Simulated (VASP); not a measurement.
## SrC2: single point with LDA

Crystal: SrC2.

```
Sr C
1.0
     2.51733    1.45338    2.30666
    -2.51733    1.45338    2.30666
     0.00000   -2.90676    2.30666
Sr C
1 2
Direct
  0.00000 0.00000 0.00000
  0.59156 0.59156 0.59156
  0.40844 0.40844 0.40844
```

```yaml
Program: VASP 6.6.1
Task: single point
Functional: LDA
Potentials_or_basis: VASP PAW LDA potentials, release 64 (Sr_sv, C)
Cutoff: 600 eV
k_mesh: 4 × 4 × 4
Occupations: gaussian, width 0.01 eV
Spin: no spin polarisation
```

The pressure is -5.4 GPa, the largest force is 0.492 eV/Å and the band gap on the k mesh is 1.65 eV, indirect (least direct gap 2.42 eV).

Forces in eV/Å, atoms in the order of the input:
```
Sr   0.000  0.000  0.000
C    0.000  0.000 -0.492
C    0.000  0.000  0.492
```

Stress tensor (GPa, compression positive):
```
-4.89  0.00  0.00
 0.00 -4.89  0.00
 0.00  0.00 -6.46
```

Levels at points of the mesh, in eV from the valence-band top:
```tsv
k point	band 5	band 6	band 7	band 8	band 9	band 10	band 11	band 12	band 13	band 14
(0.00, 0.00, 0.00)	-12.60	-2.50	-2.24	-0.77	-0.77	1.65	1.65	6.11	6.11	6.98
(0.50, 0.00, 0.00)	-12.04	-4.47	-1.72	-1.02	-0.99	3.60	3.96	5.90	6.36	7.49
(0.50, 0.50, 0.00)	-12.16	-3.77	-2.43	-1.48	-0.72	2.16	4.64	5.42	6.37	9.19
(0.50, 0.50, 0.50)	-11.90	-4.78	-3.02	-3.02	0.00	5.57	5.57	7.72	7.72	8.44
```

Wall time 33 s on 1 thread of AMD EPYC 7R43 64-Core Processor (Zen 3), with other jobs on the host, peak memory 0.11 GiB.

Caveat: the k points lie up to 0.43 Å⁻¹ apart. A k mesh can miss the band edges.
